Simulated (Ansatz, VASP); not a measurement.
## Tc in VASP and in Ansatz

File INCAR:

```
ALGO     = Fast           # electronic algorithm
EDIFF    = 1E-6           # SCF threshold, eV
ENCUT    = 520            # plane-wave cutoff, eV
GGA      = PE             # functional
ISIF     = 2              # what is computed and relaxed
ISMEAR   = -1             # smearing method
LASPH    = True           # aspherical terms in the spheres
LCHARG   = False          # write CHGCAR
LREAL    = False          # projectors in reciprocal space
LWAVE    = False          # write WAVECAR
NBANDS   = 20             # bands
NELM     = 80             # most SCF steps
PREC     = Accurate       # precision mode
SIGMA    = 0.05           # smearing width, eV
```

File KPOINTS:

```
k-points
0
Gamma
  11 11 6
```

File POSCAR:

```
Tc
1.0
    2.7400000000      0.0000000000      0.0000000000
   -1.3700000000      2.3729096064      0.0000000000
    0.0000000000      0.0000000000      4.3980000000
Tc
2
Direct
    0.6499490000      0.3300850000      0.7450650000
    0.3411890000      0.6657310000      0.2615210000
```

File input.yaml:

```yaml
crystal:
  lattice:
    - [2.74, 0.0, 0.0]
    - [-1.37, 2.3729096064, 0.0]
    - [0.0, 0.0, 4.398]
  atoms:
    - { symbol: Tc, position: [0.649949, 0.330085, 0.745065] }
    - { symbol: Tc, position: [0.341189, 0.665731, 0.261521] }
kpoints:
  mp_grid: { grid: [11, 11, 6] }
scf:
  occupations: { method: fermi_dirac, width: 0.05 }
hamiltonian:
  xc: pbe
  pseudopotentials: { kind: all_electron, lapw: { basis_error: 0.001 } }
output:
  forces: true
  stress: true
  eigenvalues: true
  populations: true
```

Change from the starting cell: atoms moved at random, drawn with an rms of 0.05 Å.

Alike in both runs: task single point; functional PBE; k mesh 11 × 11 × 6; occupations fermi-dirac, width 0.05 eV; no spin polarisation.

|  | VASP | Ansatz |
| --- | --- | --- |
| version | VASP 6.6.1 | Ansatz 0.2.0 |
| potentials or method | VASP PAW PBE potentials, release 64 (Tc_pv), cutoff 520 eV | all-electron LAPW, scalar-relativistic |

|  | VASP | Ansatz | Ansatz less VASP |
| --- | --- | --- | --- |
| gap on the k mesh at the Fermi level (eV) | none | none | - |
| pressure (GPa) | 3.1 | 3.7 | +0.60 |
| traceless stress, the component that is largest in VASP (GPa) | -1.16 | -1.17 | -0.013 |
| rms of the force components (eV/Å) | 0.141 | 0.148 | +0.0073 |

Atom by atom the forces differ by 0.010 eV/Å (rms over components). A gap of «none» marks a metal or a gap that the smearing closes. Ansatz ran all-electron here, and VASP with PAW potentials.
